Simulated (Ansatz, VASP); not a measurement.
## PbSe: VASP beside Ansatz

File INCAR:

```
SYSTEM = PbSe
PREC = Accurate
ENCUT = 500
EDIFF = 1E-6
ISMEAR = 0
SIGMA = 0.1
LREAL = .False.
LASPH = .True.
NELM = 120
ALGO = Normal
ISIF = 2
LWAVE = .False.
LCHARG = .False.
GGA = PE
NBANDS = 17
GGA_COMPAT = .False.
```

The input KPOINTS:

```
Automatic mesh
0
Gamma
  10 10 10
  0 0 0
```

POSCAR

```
PbSe
1.0
    3.7155987125     -0.0037464788      0.0007190212
   -0.0037464788      3.7495062376     -0.0009460805
    0.0007190212     -0.0009460805      3.7384181741
Pb Se
1 1
Direct
   -0.0120549995     -0.0048648080     -0.0090769232
    0.5120549995      0.5048648080      0.5090769232
```

Input for Ansatz:

```yaml
crystal:
  lattice:
    - [3.7155987125, -0.0037464788, 0.0007190212]
    - [-0.0037464788, 3.7495062376, -0.0009460805]
    - [0.0007190212, -0.0009460805, 3.7384181741]
  atoms:
    - { symbol: Pb, position: [-0.0120549995, -0.004864808, -0.0090769232] }
    - { symbol: Se, position: [0.5120549995, 0.504864808, 0.5090769232] }
basis:
  ecutwfc: 420
kpoints:
  mp_grid: { grid: [10, 10, 10] }
hamiltonian:
  xc: pbe
scf:
  occupations: { method: gaussian, width: 0.1 }
output:
  forces: true
  stress: true
  eigenvalues: true
```

Change from the starting cell: all atoms moved at random, cell strained at random.

Alike in both runs: task single point; functional PBE; k mesh 10 × 10 × 10; occupations gaussian, width 0.1 eV; no spin polarisation.

|  | VASP | Ansatz |
| --- | --- | --- |
| version | VASP 6.6.1 | Ansatz 0.2.0 |
| potentials or method | VASP PAW PBE potentials, release 64 (Pb_d, Se), cutoff 500 eV | scalar-relativistic, plane waves, PAW |
| valence electrons in the cell | 20 | 30 |

|  | VASP | Ansatz | Ansatz less VASP |
| --- | --- | --- | --- |
| gap on the k mesh at the Fermi level (eV) | none | none | - |
| pressure (GPa) | 2.3 | 2.3 | +0.01 |
| traceless stress, the component that is largest in VASP (GPa) | 0.38 | 0.38 | +0.003 |
| rms of the force components (eV/Å) | 0.034 | 0.035 | +0.0010 |

Atom by atom the forces differ by 0.001 eV/Å (rms over components). A gap of «none» marks a metal or a gap that the smearing closes. With one functional, cell and mesh, what is left measures potentials, basis and numerics. VASP's potentials hold 20 valence electrons a cell and Ansatz's 30, so a difference there can come from the potentials and not from the codes.

Neither program's run includes spin-orbit coupling.
